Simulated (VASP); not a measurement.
# Ge (P6_3/mmc) in VASP: further runs

The runs below take Ge through single point, with PBE, r2SCAN.

Program: VASP 6.6.1. These are calculated values, not measurements. Logs are shortened: lines on timing, memory, paths and dates and some standing lists are left out, and cuts for length are marked.

### 1 The cell of the first run

The structure is hexagonal, space group P6_3/mmc (No. 194). Conventional cell: a = 3.998 Å, b = 3.998 Å, c = 6.618 Å, α = 90.00°, β = 90.00°, γ = 120.00°. Ge (site symmetry 3m) has 4 Ge at 2.45 to 2.47 Å within 3.2 Å.

This isn't the form of Ge at room conditions, which is diamond.

### 2 Single point, PBE (uniaxial z strain +0.4%)

INCAR

```
ALGO     = Normal         # electronic algorithm
EDIFF    = 1E-6           # SCF threshold, eV
ENCUT    = 520            # plane-wave cutoff, eV
GGA      = PE             # functional
ISIF     = 2              # what is computed and relaxed
ISMEAR   = -1             # smearing method
LASPH    = T              # aspherical terms in the spheres
LCHARG   = F              # write CHGCAR
LREAL    = F              # projectors in reciprocal space
LWAVE    = F              # write WAVECAR
NBANDS   = 36             # bands
NELM     = 60             # most SCF steps
PREC     = Accurate       # precision mode
SIGMA    = 0.02           # smearing width, eV
```

KPOINTS

```
k-points
0
Gamma
  12 12 4
```

POSCAR

```
Ge
1.0
    3.9976151820      0.0000000000      0.0000000000
   -1.9988075910      3.4620363022      0.0000000000
    0.0000000000      0.0000000000      6.6178722099
Ge
4
Direct
    0.3333333333      0.6666666667      0.0005657919
    0.6666666667      0.3333333333      0.5005657919
    0.3333333333      0.6666666667      0.3744342081
    0.6666666667      0.3333333333      0.8744342081
```

Potentials or basis: VASP PAW PBE potentials, release 64 (Ge_d).

On the command line:

```bash
$ cat potpaw_PBE.64/Ge_d/POTCAR > POTCAR
$ mpirun -np 1 vasp_std > vasp.out
```

OUTCAR:

```text
EDIFF = 1E-6
   ENCUT = 520
   GGA = PE
   ISIF = 2
   ISMEAR = -1
   LASPH = T
   LREAL = F
   NELM = 60
   PREC = Accurate

 ion  position               nearest neighbor table
   1  0.333  0.667  0.001-   4 2.45   4 2.45   4 2.45   3 2.47
   2  0.667  0.333  0.501-   3 2.45   3 2.45   3 2.45   4 2.47
   3  0.333  0.667  0.374-   2 2.45   2 2.45   2 2.45   1 2.47
   4  0.667  0.333  0.874-   1 2.45   1 2.45   1 2.45   2 2.47

  LATTYP: Found a hexagonal cell.
 ALAT       =     3.9976151820
 C/A-ratio  =     1.6554550422

  Lattice vectors:

 A1 = (   3.9976151820,   0.0000000000,   0.0000000000)
 A2 = (  -1.9988075910,   3.4620363022,   0.0000000000)
 A3 = (   0.0000000000,   0.0000000000,   6.6178722099)

Analysis of symmetry for initial positions (statically):
=====================================================================
 Subroutine PRICEL returns:
 Original cell was already a primitive cell.

 Routine SETGRP: Setting up the symmetry group for a
 hexagonal supercell.

 Subroutine GETGRP returns: Found 24 space group operations
 (whereof  6 operations were pure point group operations)
 out of a pool of 24 trial point group operations.

The static configuration has the point symmetry C_3v.
 The point group associated with its full space group is D_6h.

Analysis of symmetry for dynamics (positions and initial velocities):
=====================================================================
 Subroutine PRICEL returns:
 Original cell was already a primitive cell.

 Routine SETGRP: Setting up the symmetry group for a
 hexagonal supercell.

 Subroutine GETGRP returns: Found 24 space group operations
 (whereof  6 operations were pure point group operations)
 out of a pool of 24 trial point group operations.

The dynamic configuration has the point symmetry C_3v.
 The point group associated with its full space group is D_6h.

 Subroutine INISYM returns: Found 24 space group operations
 (whereof  6 operations are pure point group operations),
 and found     1 'primitive' translations

----------------------------------------------------------------------------------------

                                     Primitive cell

  volume of cell :      91.5906

  direct lattice vectors                    reciprocal lattice vectors
     3.997615182  0.000000000  0.000000000     0.250149140  0.144423673  0.000000000
    -1.998807591  3.462036302  0.000000000     0.000000000  0.288847347  0.000000000
     0.000000000  0.000000000  6.617872210     0.000000000  0.000000000  0.151105970

  length of vectors
     3.997615182  3.997615182  6.617872210     0.288847347  0.288847347  0.151105970

  position of ions in fractional coordinates (direct lattice)
     0.333333333  0.666666667  0.000565792
     0.666666667  0.333333333  0.500565792
     0.333333333  0.666666667  0.374434208
     0.666666667  0.333333333  0.874434208

  ion indices of the primitive-cell ions
   primitive index   ion index
                 1           1
                 2           2
                 3           3
                 4           4

----------------------------------------------------------------------------------------

 KPOINTS: k-points

Automatic generation of k-mesh.
 Grid dimensions read from file:
 generate k-points for:   12   12    4

 Generating k-lattice:

  Cartesian coordinates                     Fractional coordinates (reciprocal lattice)
     0.020845762  0.012035306  0.000000000     0.083333333 -0.000000000  0.000000000
     0.000000000  0.024070612  0.000000000     0.000000000  0.083333333  0.000000000
     0.000000000  0.000000000  0.037776493     0.000000000  0.000000000  0.250000000

  Length of vectors
     0.024070612  0.024070612  0.037776493

  Shift w.r.t. Gamma in fractional coordinates (k-lattice)
     0.000000000  0.000000000  0.000000000

 Subroutine IBZKPT returns following result:
 ===========================================

 Found     57 irreducible k-points:

 Following reciprocal coordinates:
            Coordinates               Weight
  0.000000  0.000000  0.000000      1.000000
  0.083333 -0.000000  0.000000      6.000000
  0.166667 -0.000000  0.000000      6.000000
  0.250000 -0.000000  0.000000      6.000000
  0.333333 -0.000000  0.000000      6.000000
  0.416667 -0.000000  0.000000      6.000000
[... 16 lines left out ...]
  0.250000 -0.000000  0.250000     12.000000
  0.333333 -0.000000  0.250000     12.000000
 [... further k-points ...]
   k-points           NKPTS =     57   k-points in BZ     NKDIM =     57   number of bands    NBANDS=     36
   number of dos      NEDOS =    301   number of ions     NIONS =      4
   total plane-waves  NPLWV =  45000
   dimension x,y,z NGX =    30 NGY =   30 NGZ =   50
   dimension x,y,z NGXF=    60 NGYF=   60 NGZF=  100
   ions per type =               4
   NGX,Y,Z   is equivalent  to a cutoff of  12.48, 12.48, 12.56 a.u.
   NGXF,Y,Z  is equivalent  to a cutoff of  24.95, 24.95, 25.12 a.u.
 SYSTEM =  unknown system
   PREC   = accura    normal or accurate (medium, high low for compatibility)
   ISTART =      0    job   : 0-new  1-cont  2-samecut
   ICHARG =      2    charge: 1-file 2-atom 10-const
   ISPIN  =      1    spin polarized calculation?
   LNONCOLLINEAR =      F non collinear calculations
   LSORBIT =      F    spin-orbit coupling
   LASPH  =      T    aspherical Exc in radial PAW
   ENCUT  =  520.0 eV  38.22 Ry    6.18 a.u.   7.43  7.43 12.30*2*pi/ulx,y,z
   NELM   =     60;   NELMIN=  2; NELMDL= -5     # of ELM steps
   EDIFF  = 0.1E-05   stopping-criterion for ELM
   LREAL  =      F    real-space projection
   EDIFFG = 0.1E-04   stopping-criterion for IOM
   NSW    =      0    number of steps for IOM
   IBRION =     -1    ionic relax: 0-MD 1-quasi-New 2-CG
   NFREE  =      0    steps in history (QN), initial steepest desc. (CG)
   ISIF   =      2    stress and relaxation
   ISYM   =      2    0-nonsym 1-usesym 2-fastsym
   POTIM  = 0.5000    time-step for ionic-motion
   TEBEG  =    0.0;   TEEND  =   0.0 temperature during run
   PSTRESS=    0.0 pullay stress
   NELECT =      56.0000    total number of electrons
   NUPDOWN=      -1.0000    fix difference up-down
   EMIN   =  10.00;   EMAX   =-10.00  energy-range for DOS
   EFERMI =   0.00;   METHOD = LEGACY
   ISMEAR =    -1;   SIGMA  =   0.02  broadening in eV -4-tet -1-fermi 0-gaus
   EFERMI_NEDOS =   21; number of points for ismear=-14 and -15
   IALGO  =     38    algorithm
   IMIX   =      4    mixing-type and parameters
     AMIX     =   0.40;   BMIX     =  1.00
     AMIX_MAG =   1.60;   BMIX_MAG =  1.00
  volume/ion in A,a.u.               =      22.90       154.52
  Fermi-wavevector in a.u.,A,eV,Ry     =   1.389485  2.625746 26.268339  1.930668
  Thomas-Fermi vector in A             =   2.513511
   LORBIT       =      0    0 simple, 1 ext, 2 COOP (PROOUT), +10 PAW based schemes
   GGA     = PE    functional components
   LHFCALC =     F    Hartree Fock is set to
   AEXX    =    0.0000 exact exchange contribution
   IVDW    =     0    specifies the selected vdW correction
   LEPSILON=     F    determine dielectric tensor
   LRPA    =     F    only Hartree local field effects (RPA)
 non-spin polarized calculation
  energy-cutoff  :      520.00
  volume of cell :       91.59
 maximum number of plane-waves:      2515
 NGX is ok and might be reduce to    30
   NGX = 15   NGY = 15   NGZ = 25

 number of electron      56.0000048 magnetization

 Free energy of the ion-electron system (eV)
  ---------------------------------------------------
  ext. energy  EPLUGINS =         0.00000000
  ---------------------------------------------------
  free energy    TOTEN  =       -17.97211427 eV

  energy without entropy =      -17.97205949  energy(sigma->0) =      -17.97208688

 E-fermi :   4.9872     XC(G=0):  -9.8670

 val. band max:        4.8959174991   @ k =   0.0000   0.0000   0.0000
 cond. band min:       5.0573670679   @ k =   0.0000   0.0000   0.0000
 fundamental gap:      0.1614495688
 Fermi energy:         4.9872180337

 k-point     1 :       0.0000    0.0000    0.0000
  band No.  band energies     occupation
      1     -19.9561      2.00000
      2     -19.9561      2.00000
      3     -19.9184      2.00000
      4     -19.9184      2.00000
      5     -19.9163      2.00000
      6     -19.9047      2.00000
[... 28 lines left out ...]
     35       9.4863      0.00000
     36      11.0867      0.00000

 k-point     2 :       0.0833   -0.0000    0.0000
  band No.  band energies     occupation
      1     -19.9606      2.00000
      2     -19.9575      2.00000
      3     -19.9211      2.00000
      4     -19.9209      2.00000
      5     -19.9184      2.00000
      6     -19.8989      2.00000
[... 28 lines left out ...]
     35       9.7957      0.00000
     36      11.5151      0.00000

 k-point     3 :       0.1667   -0.0000    0.0000
  band No.  band energies     occupation
      1     -19.9684      2.00000
      2     -19.9605      2.00000
      3     -19.9299      2.00000
      4     -19.9263      2.00000
      5     -19.9174      2.00000
      6     -19.8899      2.00000
[... 28 lines left out ...]
     35      10.6017      0.00000
     36      10.7374      0.00000
[... 742 lines left out ...]
 k-point    23 :       0.2500   -0.0000    0.2500
  band No.  band energies     occupation
      1     -19.9668      2.00000
      2     -19.9593      2.00000
      3     -19.9377      2.00000
      4     -19.9362      2.00000
      5     -19.9183      2.00000
      6     -19.8862      2.00000
[... 28 lines left out ...]
     35      11.1841      0.00000
     36      11.4198      0.00000

 k-point    24 :       0.3333   -0.0000    0.2500
  band No.  band energies     occupation
      1     -19.9672      2.00000
      2     -19.9610      2.00000
      3     -19.9429      2.00000
      4     -19.9411      2.00000
      5     -19.9117      2.00000
      6     -19.8809      2.00000
[... 28 lines left out ...]
     35      12.1245      0.00000
     36      12.1906      0.00000

 [... further k-points ...]

------------------------ aborting loop because EDIFF is reached ----------------------------------------

  FORCE on cell =-STRESS in cart. coord.  units (eV):
  Direction    XX          YY          ZZ          XY          YZ          ZX
  --------------------------------------------------------------------------------------
  -------------------------------------------------------------------------------------
  Total        1.5832831      1.5832831      1.3066771     -0.0000000      0.0000000      0.0000000
  in kB       27.6960711     27.6960711     22.8574556     -0.0000000      0.0000000      0.0000000
  external PRESSURE =      26.0831993 kB  Pullay stress =       0.0000000 kB

 VOLUME and BASIS-vectors are now :
 -----------------------------------------------------------------------------
  energy-cutoff  :      520.00
  volume of cell :       91.59
      direct lattice vectors                 reciprocal lattice vectors
     3.997615182  0.000000000  0.000000000     0.250149140  0.144423673  0.000000000
    -1.998807591  3.462036302  0.000000000     0.000000000  0.288847347  0.000000000
     0.000000000  0.000000000  6.617872210     0.000000000  0.000000000  0.151105970

 POSITION                                       TOTAL-FORCE (eV/Angst)
 -----------------------------------------------------------------------------------
     -0.00000      2.30802      0.00374        -0.000000      0.000000      0.016067
      1.99881      1.15401      3.31268         0.000000     -0.000000      0.016067
     -0.00000      2.30802      2.47796        -0.000000      0.000000     -0.016067
      1.99881      1.15401      5.78689         0.000000      0.000000     -0.016067
 -----------------------------------------------------------------------------------
    total drift:                                0.000000      0.000000      0.000523

  FREE ENERGIE OF THE ION-ELECTRON SYSTEM (eV)
  ---------------------------------------------------
  free  energy   TOTEN  =       -17.9721142723 eV

  energy  without entropy=      -17.9720594860  energy(sigma->0) =      -17.97208688
```

It took 1.9 min on 1 thread of Intel Xeon Platinum 8488C (Sapphire Rapids), shared host; peak memory 0.28 GiB.

What came out:

```yaml
Free_energy: -17.9721 eV
Pressure: 2.6 GPa
Largest_force: 0.016 eV/Å
Band_gap_on_the_k_mesh: 0.16 eV
```

Forces on the atoms (eV/Å):
```
Ge   0.000  0.000  0.016
Ge   0.000  0.000  0.016
Ge   0.000  0.000 -0.016
Ge   0.000  0.000 -0.016
```

Stress tensor (GPa, compression positive):
```
2.77 0.00 0.00
0.00 2.77 0.00
0.00 0.00 2.29
```

Levels at points of the mesh, in eV from the valence-band top:
```tsv
k point	band 26	band 27	band 28	band 29	band 30	band 31
(0.00, 0.00, 0.00)	-0.13	-0.01	0.00	0.16	0.16	2.32
(0.50, 0.00, 0.00)	-3.00	-2.76	-1.40	0.60	1.68	3.60
(0.00, 0.00, 0.50)	-0.80	-0.80	-0.80	0.75	0.75	3.42
(0.50, 0.00, 0.50)	-2.51	-2.35	-2.35	0.57	0.57	2.16
```

Caveat: the cell differs from its parent crystal (uniaxial z strain +0.4%). A k mesh can miss the band edges.

### 3 Single point, r2SCAN (uniaxial z strain +0.4%)

POSCAR is that of step 2.

INCAR.step1

```
PREC = Accurate
ENCUT = 520
ISMEAR = -1
SIGMA = 0.02
LREAL = False
LASPH = True
NELM = 80
NBANDS = 36
GGA = PE
ALGO = Normal
EDIFF = 1E-4
LWAVE = True
LCHARG = False
```

INCAR.step2

```
PREC = Accurate
ENCUT = 520
EDIFF = 1E-6
ISMEAR = -1
SIGMA = 0.02
LREAL = False
LASPH = True
NELM = 80
ALGO = Normal
ISIF = 2
LWAVE = False
LCHARG = False
METAGGA = R2SCAN
LMIXTAU = True
NBANDS = 36
ISTART = 1
```

KPOINTS

```
Automatic mesh
0
Gamma
  12 12 4
```

Potentials or basis: VASP PAW PBE potentials, release 64 (Ge_d).

On the command line:

```bash
$ cat potpaw_PBE.64/Ge_d/POTCAR > POTCAR
$ cp INCAR.step1 INCAR
$ mpirun -np 1 vasp_std > vasp.out
$ cp INCAR.step2 INCAR
$ mpirun -np 1 vasp_std > vasp.out
```

Run time: 6.2 min. Hardware: 1 thread of Intel Xeon Platinum 8488C (Sapphire Rapids), shared host; peak memory 0.29 GiB.

Results (log left out):

```yaml
Free_energy: -55.4191 eV
Pressure: -0.2 GPa
Largest_force: 0.007 eV/Å
Band_gap_on_the_k_mesh: 0.09 eV
```

Forces on the atoms (eV/Å):
```
Ge   0.000  0.000  0.007
Ge   0.000  0.000  0.007
Ge   0.000  0.000 -0.007
Ge   0.000  0.000 -0.007
```

Stress tensor (GPa, compression positive):
```
-0.09  0.00  0.00
 0.00 -0.09  0.00
 0.00  0.00 -0.46
```

Levels at points of the mesh, in eV from the valence-band top:
```
           k point  band 24  band 25  band 26  band 27  band 28  band 29  band 30  band 31  band 32  band 33
(0.00, 0.00, 0.00)    -1.66    -1.66    -0.31     0.00     0.00     0.09     0.20     2.31     2.31     2.78
(0.50, 0.00, 0.00)    -7.10    -4.86    -3.32    -3.01    -1.65     0.64     1.80     3.70     3.83     4.43
(0.00, 0.00, 0.50)    -5.07    -1.01    -1.01    -1.01    -1.01     0.86     0.86     3.47     3.47     3.47
(0.50, 0.00, 0.50)    -8.26    -2.79    -2.79    -2.64    -2.64     0.61     0.61     2.26     2.26     6.33
```

Caveat: the cell differs from its parent crystal (uniaxial z strain +0.4%); the PAW data sets were made with another functional, which shifts forces and pressure a little. A k mesh can miss the band edges.
